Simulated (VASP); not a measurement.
# Zr (P6_3/mmc) in VASP: single point with PBEsol

Aim: the single point of Zr with PBEsol.

Program: VASP 6.6.1. These are calculated values, not measurements. Logs are shortened: lines on timing, memory, paths and dates and some standing lists are left out, and cuts for length are marked.

**1. The cell of the first run**

Symmetry: P6_3/mmc, No. 194, hexagonal system. Conventional cell: a = 3.185 Å, b = 3.185 Å, c = 5.115 Å, α = 90.00°, β = 90.00°, γ = 120.00°. Within 4.1 Å of Zr (site symmetry -6m2) lie 12 Zr at 3.15 to 3.19 Å.

**2. Single point, PBEsol**

INCAR

```
SYSTEM = Zr
  ALGO = Normal
  EDIFF = 1E-6
  ENCUT = 520
  GGA = PS
  ISIF = 2
  ISMEAR = -1
  LASPH = .True.
  LCHARG = .False.
  LREAL = .False.
  LWAVE = .False.
  NBANDS = 19
  NELM = 60
  PREC = Accurate
  SIGMA = 0.05
```

KPOINTS

```
k-points
0
Gamma
  15 15 8
  0 0 0
```

POSCAR

```
Zr
1.0
    1.5925784057     -2.7584267137      0.0000000000
    1.5925784057      2.7584267137      0.0000000000
    0.0000000000      0.0000000000      5.1147995880
Zr
2
Direct
    0.6666666670      0.3333333330      0.2500000000
    0.3333333330      0.6666666670      0.7500000000
```

Potentials or basis: VASP PAW PBE potentials, release 64 (Zr_sv).

Started as:

```
$ cat potpaw_PBE.64/Zr_sv/POTCAR > POTCAR
$ mpirun -np 1 vasp_std > vasp.out
```

OUTCAR:

```text
SYSTEM = Zr
   EDIFF = 1E-6
   ENCUT = 520
   GGA = PS
   ISIF = 2
   ISMEAR = -1
   LASPH = .True.
   LREAL = .False.
   NELM = 60
   PREC = Accurate

 ion  position               nearest neighbor table
   1  0.667  0.333  0.250-   2 3.15   2 3.15   2 3.15   2 3.15   2 3.15   2 3.15
   2  0.333  0.667  0.750-   1 3.15   1 3.15   1 3.15   1 3.15   1 3.15   1 3.15

  LATTYP: Found a hexagonal cell.
 ALAT       =     3.1851568114
 C/A-ratio  =     1.6058234777

  Lattice vectors:

 A1 = (   1.5925784057,  -2.7584267137,   0.0000000000)
 A2 = (   1.5925784057,   2.7584267137,   0.0000000000)
 A3 = (   0.0000000000,   0.0000000000,   5.1147995880)

Analysis of symmetry for initial positions (statically):
=====================================================================
 Subroutine PRICEL returns:
 Original cell was already a primitive cell.

 Routine SETGRP: Setting up the symmetry group for a
 hexagonal supercell.

 Subroutine GETGRP returns: Found 24 space group operations
 (whereof 12 operations were pure point group operations)
 out of a pool of 24 trial point group operations.

The static configuration has the point symmetry D_3d.
 The point group associated with its full space group is D_6h.

Analysis of symmetry for dynamics (positions and initial velocities):
=====================================================================
 Subroutine PRICEL returns:
 Original cell was already a primitive cell.

 Routine SETGRP: Setting up the symmetry group for a
 hexagonal supercell.

 Subroutine GETGRP returns: Found 24 space group operations
 (whereof 12 operations were pure point group operations)
 out of a pool of 24 trial point group operations.

The dynamic configuration has the point symmetry D_3d.
 The point group associated with its full space group is D_6h.

 Subroutine INISYM returns: Found 24 space group operations
 (whereof 12 operations are pure point group operations),
 and found     1 'primitive' translations

----------------------------------------------------------------------------------------

                                     Primitive cell

  volume of cell :      44.9387

  direct lattice vectors                    reciprocal lattice vectors
     1.592578406 -2.758426714  0.000000000     0.313956285 -0.181262746  0.000000000
     1.592578406  2.758426714  0.000000000     0.313956285  0.181262746  0.000000000
     0.000000000  0.000000000  5.114799588     0.000000000  0.000000000  0.195511082

  length of vectors
     3.185156811  3.185156811  5.114799588     0.362525491  0.362525491  0.195511082

  position of ions in fractional coordinates (direct lattice)
     0.666666667  0.333333333  0.250000000
     0.333333333  0.666666667  0.750000000

  ion indices of the primitive-cell ions
   primitive index   ion index
                 1           1
                 2           2

----------------------------------------------------------------------------------------

 KPOINTS: k-points

Automatic generation of k-mesh.
 Grid dimensions read from file:
 generate k-points for:   15   15    8

 Generating k-lattice:

  Cartesian coordinates                     Fractional coordinates (reciprocal lattice)
     0.020930419 -0.012084183  0.000000000     0.066666667  0.000000000  0.000000000
     0.020930419  0.012084183  0.000000000     0.000000000  0.066666667  0.000000000
     0.000000000  0.000000000  0.024438885     0.000000000  0.000000000  0.125000000

  Length of vectors
     0.024168366  0.024168366  0.024438885

  Shift w.r.t. Gamma in fractional coordinates (k-lattice)
     0.000000000  0.000000000  0.000000000

 Subroutine IBZKPT returns following result:
 ===========================================

 Found    135 irreducible k-points:

 Following reciprocal coordinates:
            Coordinates               Weight
  0.000000  0.000000  0.000000      1.000000
  0.066667 -0.000000  0.000000      6.000000
  0.133333  0.000000  0.000000      6.000000
  0.200000 -0.000000  0.000000      6.000000
  0.266667  0.000000  0.000000      6.000000
  0.333333  0.000000  0.000000      6.000000
[... 16 lines left out ...]
  0.333333  0.200000  0.000000     12.000000
  0.400000  0.200000  0.000000      6.000000
 [... further k-points ...]
   k-points           NKPTS =    135   k-points in BZ     NKDIM =    135   number of bands    NBANDS=     19
   number of dos      NEDOS =    301   number of ions     NIONS =      2
   total plane-waves  NPLWV =  23040
   dimension x,y,z NGX =    24 NGY =   24 NGZ =   40
   dimension x,y,z NGXF=    48 NGYF=   48 NGZF=   80
   ions per type =               2
   NGX,Y,Z   is equivalent  to a cutoff of  12.53, 12.53, 13.00 a.u.
   NGXF,Y,Z  is equivalent  to a cutoff of  25.05, 25.05, 26.00 a.u.
 SYSTEM =  Zr
   PREC   = accura    normal or accurate (medium, high low for compatibility)
   ISTART =      0    job   : 0-new  1-cont  2-samecut
   ICHARG =      2    charge: 1-file 2-atom 10-const
   ISPIN  =      1    spin polarized calculation?
   LNONCOLLINEAR =      F non collinear calculations
   LSORBIT =      F    spin-orbit coupling
   LASPH  =      T    aspherical Exc in radial PAW
   ENCUT  =  520.0 eV  38.22 Ry    6.18 a.u.   5.92  5.92  9.51*2*pi/ulx,y,z
   NELM   =     60;   NELMIN=  2; NELMDL= -5     # of ELM steps
   EDIFF  = 0.1E-05   stopping-criterion for ELM
   LREAL  =      F    real-space projection
   EDIFFG = 0.1E-04   stopping-criterion for IOM
   NSW    =      0    number of steps for IOM
   IBRION =     -1    ionic relax: 0-MD 1-quasi-New 2-CG
   NFREE  =      0    steps in history (QN), initial steepest desc. (CG)
   ISIF   =      2    stress and relaxation
   ISYM   =      2    0-nonsym 1-usesym 2-fastsym
   POTIM  = 0.5000    time-step for ionic-motion
   TEBEG  =    0.0;   TEEND  =   0.0 temperature during run
   PSTRESS=    0.0 pullay stress
   NELECT =      24.0000    total number of electrons
   NUPDOWN=      -1.0000    fix difference up-down
   EMIN   =  10.00;   EMAX   =-10.00  energy-range for DOS
   EFERMI =   0.00;   METHOD = LEGACY
   ISMEAR =    -1;   SIGMA  =   0.05  broadening in eV -4-tet -1-fermi 0-gaus
   EFERMI_NEDOS =   21; number of points for ismear=-14 and -15
   IALGO  =     38    algorithm
   IMIX   =      4    mixing-type and parameters
     AMIX     =   0.40;   BMIX     =  1.00
     AMIX_MAG =   1.60;   BMIX_MAG =  1.00
  volume/ion in A,a.u.               =      22.47       151.63
  Fermi-wavevector in a.u.,A,eV,Ry     =   1.328225  2.509981 24.003145  1.764181
  Thomas-Fermi vector in A             =   2.457478
   LORBIT       =      0    0 simple, 1 ext, 2 COOP (PROOUT), +10 PAW based schemes
   GGA     = PS    functional components
   LHFCALC =     F    Hartree Fock is set to
   AEXX    =    0.0000 exact exchange contribution
   IVDW    =     0    specifies the selected vdW correction
   LEPSILON=     F    determine dielectric tensor
   LRPA    =     F    only Hartree local field effects (RPA)
 non-spin polarized calculation
  energy-cutoff  :      520.00
  volume of cell :       44.94
 maximum number of plane-waves:      1230
 NGX is ok and might be reduce to    24
   NGX = 11   NGY = 11   NGZ = 19

 number of electron      24.0000000 magnetization

 Free energy of the ion-electron system (eV)
  ---------------------------------------------------
  ext. energy  EPLUGINS =         0.00000000
  ---------------------------------------------------
  free energy    TOTEN  =       -18.17086218 eV

  energy without entropy =      -18.15380535  energy(sigma->0) =      -18.16233377

 E-fermi :   9.2746     XC(G=0): -11.3655

 val. band max:        9.2707993699   @ k =   0.1333   0.0000   0.3750
 cond. band min:       9.2811801118   @ k =   0.3333   0.3333   0.5000
 fundamental gap:      0.0103807419
 Fermi energy:         9.2745990683

 k-point     1 :       0.0000    0.0000    0.0000
  band No.  band energies     occupation
      1     -39.4011      2.00000
      2     -39.2257      2.00000
      3     -18.0125      2.00000
      4     -17.0312      2.00000
      5     -17.0312      2.00000
      6     -16.8912      2.00000
[... 11 lines left out ...]
     18      11.5208      0.00000
     19      13.8899      0.00000

 k-point     2 :       0.0667   -0.0000    0.0000
  band No.  band energies     occupation
      1     -39.3951      2.00000
      2     -39.2230      2.00000
      3     -17.9971      2.00000
      4     -17.0665      2.00000
      5     -17.0426      2.00000
      6     -16.9154      2.00000
[... 11 lines left out ...]
     18      11.4029      0.00000
     19      13.9775      0.00000

 k-point     3 :       0.1333    0.0000    0.0000
  band No.  band energies     occupation
      1     -39.3778      2.00000
      2     -39.2157      2.00000
      3     -17.9524      2.00000
      4     -17.1664      2.00000
      5     -17.0741      2.00000
      6     -17.0171      2.00000
[... 11 lines left out ...]
     18      11.3054      0.00000
     19      14.1781      0.00000

 k-point     4 :       0.2000   -0.0000    0.0000
  band No.  band energies     occupation
      1     -39.3517      2.00000
      2     -39.2054      2.00000
      3     -17.8821      2.00000
      4     -17.3131      2.00000
      5     -17.1619      2.00000
      6     -17.1187      2.00000
[... 11 lines left out ...]
     18      11.8472      0.00000
     19      14.3924      0.00000

 k-point     5 :       0.2667    0.0000    0.0000
  band No.  band energies     occupation
      1     -39.3203      2.00000
      2     -39.1948      2.00000
      3     -17.7929      2.00000
      4     -17.4807      2.00000
      5     -17.3215      2.00000
      6     -17.1680      2.00000
[... 11 lines left out ...]
     18      12.5520      0.00000
     19      14.5650      0.00000
[... 334 lines left out ...]
      2     -39.1851      2.00000
      3     -17.6684      2.00000
      4     -17.5553      2.00000
      5     -17.5309      2.00000
      6     -17.2307      2.00000
[... 11 lines left out ...]
     18      14.1382      0.00000
     19      14.3546      0.00000

 k-point    22 :       0.2667    0.2000    0.0000
  band No.  band energies     occupation
      1     -39.2528      2.00000
      2     -39.1823      2.00000
      3     -17.6589      2.00000
      4     -17.5749      2.00000
      5     -17.5686      2.00000
      6     -17.3103      2.00000
[... 11 lines left out ...]
     18      14.3182      0.00000
     19      15.0636      0.00000

 k-point    23 :       0.3333    0.2000    0.0000
  band No.  band energies     occupation
      1     -39.2310      2.00000
      2     -39.1838      2.00000
      3     -17.7289      2.00000
      4     -17.5746      2.00000
      5     -17.4898      2.00000
      6     -17.3854      2.00000
[... 11 lines left out ...]
     18      14.2918      0.00000
     19      15.7930      0.00000

 k-point    24 :       0.4000    0.2000    0.0000
  band No.  band energies     occupation
      1     -39.2216      2.00000
      2     -39.1860      2.00000
      3     -17.7533      2.00000
      4     -17.5694      2.00000
      5     -17.4485      2.00000
      6     -17.4198      2.00000
[... 11 lines left out ...]
     18      14.2819      0.00000
     19      15.9931      0.00000

 [... further k-points ...]

------------------------ aborting loop because EDIFF is reached ----------------------------------------

  FORCE on cell =-STRESS in cart. coord.  units (eV):
  Direction    XX          YY          ZZ          XY          YZ          ZX
  --------------------------------------------------------------------------------------
  -------------------------------------------------------------------------------------
  Total       -0.0048375     -0.0048375      0.0247618     -0.0000000      0.0000000      0.0000000
  in kB       -0.1724672     -0.1724672      0.8828182     -0.0000000      0.0000000      0.0000000
  external PRESSURE =       0.1792946 kB  Pullay stress =       0.0000000 kB

 VOLUME and BASIS-vectors are now :
 -----------------------------------------------------------------------------
  energy-cutoff  :      520.00
  volume of cell :       44.94
      direct lattice vectors                 reciprocal lattice vectors
     1.592578406 -2.758426714  0.000000000     0.313956285 -0.181262746  0.000000000
     1.592578406  2.758426714  0.000000000     0.313956285  0.181262746  0.000000000
     0.000000000  0.000000000  5.114799588     0.000000000  0.000000000  0.195511082

 POSITION                                       TOTAL-FORCE (eV/Angst)
 -----------------------------------------------------------------------------------
      1.59258     -0.91948      1.27870        -0.000000      0.000000      0.000000
      1.59258      0.91948      3.83610         0.000000     -0.000000      0.000000
 -----------------------------------------------------------------------------------
    total drift:                               -0.000000      0.000001     -0.000000

  FREE ENERGIE OF THE ION-ELECTRON SYSTEM (eV)
  ---------------------------------------------------
  free  energy   TOTEN  =       -18.1708621792 eV

  energy  without entropy=      -18.1538053540  energy(sigma->0) =      -18.16233377
```

Run time: 88 s. Hardware: 1 thread of Intel Xeon Platinum 8375C at 2.90GHz (Ice Lake), shared host; peak memory 0.22 GiB.

What came out:

| Item | Value |
| --- | --- |
| Free energy | -18.1709 eV |
| Pressure | 0.0 GPa |
| Band gap on the k mesh | zero (band 12 reaches 10.25 eV, above the bottom of band 13 at 8.94 eV) |

Caveat: the PAW data sets were made with another functional, which shifts forces and pressure a little.
